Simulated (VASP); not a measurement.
Set up this calculation in VASP 6.6.1, as the native input.

```yaml
Task: relaxation of cell and atoms
Functional: revPBE
Potentials_or_basis: VASP PAW PBE potentials, release 64 (P, B)
Cutoff: 600 eV
k_mesh: 10 × 10 × 10
Occupations: fermi-dirac, width 0.05 eV
Spin: no spin polarisation
Dipole_correction: no
Further_INCAR_settings: ALGO = Normal; EDIFF = 1e-07; IBRION = 2; EDIFFG = -0.01; NSW = 60; ISIF = 3
```

The structure of BP lies in POSCAR:

```
BP
1.0
    0.0000000000      2.2690000000      2.2690000000
    2.2690000000      0.0000000000      2.2690000000
    2.2690000000      2.2690000000      0.0000000000
P B
1 1
Direct
    0.7500000000      0.7500000000      0.7500000000
    0.0000000000      0.0000000000      0.0000000000
```

One way to write it, as run:

INCAR

```
PREC = Accurate ; ENCUT = 600
EDIFF = 1E-7 ; ISMEAR = -1
SIGMA = 0.05 ; LREAL = False
LASPH = True ; NELM = 80
ALGO = Normal ; ISIF = 3
LWAVE = False ; LCHARG = False
GGA = RE ; IBRION = 2
NSW = 60 ; EDIFFG = -0.01
```

KPOINTS

```
Automatic mesh
0
Gamma
  10 10 10
```

Potentials or basis: VASP PAW PBE potentials, release 64 (P, B).

Command:

```sh
$ cat potpaw_PBE.64/P/POTCAR potpaw_PBE.64/B/POTCAR > POTCAR
$ mpirun -np 1 vasp_std > vasp.out
```

It gave:

```yaml
Relaxed_volume: 11.89 Å³/atom
Relaxed_cell: a = 3.228 Å, b = 3.228 Å, c = 3.228 Å, α = 60.00°, β = 60.00°, γ = 60.00°
Space_group_after_relaxing_to_0.05_Å: F-43m (No. 216)
Energy_gained_by_relaxing: 1.8 meV/atom
Ionic_steps: 3
Pressure_after_relaxing: 0.0 GPa
Band_gap_on_the_k_mesh: 1.27 eV, indirect (least direct gap 3.37 eV)
```

Caveat: the PAW data sets were made with another functional, which shifts forces and pressure a little.

Wall time 20 s on 1 thread of AMD EPYC 9R45 96-Core Processor (Zen 5), with other jobs on the host, peak memory 0.12 GiB.
